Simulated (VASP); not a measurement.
Write the native input for VASP 6.6.1 that does the following.

| Item | Value |
| --- | --- |
| Task | single point |
| Functional | PBEsol |
| Potentials or basis | VASP PAW PBE potentials, release 64 (Ti_sv, Se) |
| Cutoff | 520 eV |
| k mesh | 10 × 10 × 10 |
| Occupations | gaussian, width 0.05 eV |
| Spin | collinear spin, ferromagnetic start |
| Starting moments | [2.0, 0.0] μB |
| Dipole correction | no |
| Further INCAR settings | ALGO = Normal; EDIFF = 1e-07; NBANDS = 20 |

The structure of TiSe lies in POSCAR:

```
TiSe
1.0
    0.0000000000      3.0825885573      3.0825885573
    3.0825885573      0.0000000000      3.0825885573
    3.0825885573      3.0825885573      0.0000000000
Ti Se
1 1
Direct
    0.0000000000      0.0000000000      0.0000000000
    0.2500000000      0.2500000000      0.2500000000
```

The input as run:

INCAR

```
PREC     = Accurate       # precision mode
ENCUT    = 520            # plane-wave cutoff, eV
EDIFF    = 1E-7           # SCF threshold, eV
ISMEAR   = 0              # smearing method
SIGMA    = 0.05           # smearing width, eV
LREAL    = F              # projectors in reciprocal space
LASPH    = T              # aspherical terms in the spheres
NELM     = 150            # most SCF steps
ALGO     = Normal         # electronic algorithm
ISIF     = 2              # what is computed and relaxed
LWAVE    = F              # write WAVECAR
LCHARG   = F              # write CHGCAR
ISPIN    = 2              # spin polarisation
MAGMOM   = 2 0            # initial moments
LORBIT   = 11             # projections on sites
LMAXMIX  = 4              # l up to which the mixer works
GGA      = PS             # functional
NBANDS   = 20             # bands
```

KPOINTS

```
regular mesh
0
Gamma
  10 10 10
```

Potentials or basis: VASP PAW PBE potentials, release 64 (Ti_sv, Se).

Launch:

```console
$ cat potpaw_PBE.64/Ti_sv/POTCAR potpaw_PBE.64/Se/POTCAR > POTCAR
$ mpirun -np 1 vasp_std > vasp.out
```

It gave:

```json
{"Pressure": "-8.3 GPa", "Band gap on the k mesh": "zero (filled and empty bands overlap)", "Net moment": "2.00 μB per cell", "Site moments": "Ti +1.55; Se -0.08 μB", "Valence electrons inside the program's atomic spheres": "Ti 10.12; Se 3.87"}
```

Caveat: the PAW data sets were made with another functional, which shifts forces and pressure a little.

It took 92 s on 1 thread of AMD EPYC 7R43 64-Core Processor (Zen 3), on a shared host, peak memory 0.22 GiB.
